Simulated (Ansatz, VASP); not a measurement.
## Sr in VASP and in Ansatz

File INCAR:

```
  ALGO = Fast
  EDIFF = 1E-6
  ENCUT = 520
  GGA = PS
  ISIF = 2
  ISMEAR = 0
  LASPH = T
  LCHARG = T
  LELF = T
  LREAL = F
  LVHAR = T
  LWAVE = F
  NBANDS = 17
  NELM = 100
  PREC = Accurate
  SIGMA = 0.15
```

The input KPOINTS:

```
k-points
0
Gamma
  15 15 8
```

Contents of POSCAR:

```
Sr
1.0
    4.1807002141      0.0000000000      0.0000000000
   -2.0903501071      3.6205925910      0.0000000000
    0.0000000000      0.0000000000      6.8385000000
Sr
2
Direct
    0.3333333333      0.6666666667      0.2500000000
    0.6666666667      0.3333333333      0.7500000000
```

Input for Ansatz:

```yaml
crystal:
  lattice:
    - [4.1807002141, 0.0, 0.0]
    - [-2.0903501071, 3.620592591, 0.0]
    - [0.0, 0.0, 6.8385]
  atoms:
    - { symbol: Sr, position: [0.3333333333, 0.6666666667, 0.25] }
    - { symbol: Sr, position: [0.6666666667, 0.3333333333, 0.75] }
basis:
  ecutwfc: 420
kpoints:
  mp_grid: { grid: [15, 15, 8] }
hamiltonian:
  xc: pbesol
scf:
  occupations: { method: gaussian, width: 0.15 }
output:
  forces: true
  stress: true
  eigenvalues: true
```

Change from the starting cell: strain -0.030 along x and y, -0.030 along z, atoms carried along.

Alike in both runs: task single point; functional PBEsol; k mesh 15 × 15 × 8; occupations gaussian, width 0.15 eV; no spin polarisation.

|  | VASP | Ansatz |
| --- | --- | --- |
| version | VASP 6.6.1 | Ansatz 0.2.0 |
| potentials or method | VASP PAW PBE potentials, release 64 (Sr_sv), cutoff 520 eV | scalar-relativistic, plane waves, PAW |
| valence electrons in the cell | 20 | 20 |

|  | VASP | Ansatz | Ansatz less VASP |
| --- | --- | --- | --- |
| gap on the k mesh at the Fermi level (eV) | none | none | - |
| pressure (GPa) | 0.2 | 0.1 | -0.01 |
| traceless stress, the component that is largest in VASP (GPa) | 0.06 | 0.06 | +0.001 |

VASP's potentials were made for PBE, not for PBEsol. A gap of «none» marks a metal or a gap that the smearing closes. The functional is the same, so the differences come from potentials, cutoffs and numerics.
